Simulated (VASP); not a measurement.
The system is TlBr.

```xyz
2
Lattice="3.9800 0.0000 0.0000 0.0000 3.9800 0.0000 0.0000 0.0000 3.9800" Properties=species:S:1:pos:R:3 pbc="T T T"
Tl    0.0000    0.0000    0.0000
Br    1.9900    1.9900    1.9900
```

- Program: VASP 6.6.1
- Task: relaxation of cell and atoms
- Functional: PBE
- Dispersion: D4
- Potentials or basis: VASP PAW PBE potentials, release 64 (Tl_d, Br)
- Cutoff: 500 eV
- k mesh: 6 × 6 × 6
- Occupations: fermi-dirac, width 0.02 eV
- Spin: no spin polarisation

At the start: pressure 2.9 GPa; volume 31.52 Å³/atom.

Problem. Where does the relaxation end?

Solution. Over 11 steps the energy falls by 63.2 meV/atom and the volume is 35.21 Å³/atom (+11.7 %); space group Pm-3m (No. 221, to 0.05 Å).

Step by step:
```tsv
step	energy change (eV)	largest force (eV/Å)	pressure (GPa)	volume (Å³)
1	0.0000	0.0000	2.85	63.04
2	-0.0699	0.0000	8.11	68.30
3	0.1910	0.0000	-3.83	85.81
4	0.0322	0.0000	-3.63	78.97
5	-0.0862	0.0000	-3.03	73.51
6	-0.1249	0.0000	-1.03	70.87
7	-0.1235	0.0000	1.84	69.89
8	-0.1264	0.0000	-0.24	70.52
9	-0.1264	0.0000	0.19	70.36
10	-0.1264	0.0000	0.09	70.40
11	-0.1264	0.0000	0.01	70.43
```

Final structure:
```
CELL_PARAMETERS angstrom
4.12962 0.00000 0.00000
0.00000 4.12962 0.00000
0.00000 0.00000 4.12962
ATOMIC_POSITIONS crystal
Tl 0.00000 0.00000 0.00000
Br 0.50000 0.50000 0.50000
```

Caveat: the volume moved by +12 % from the deposited cell, more than functionals usually miss.
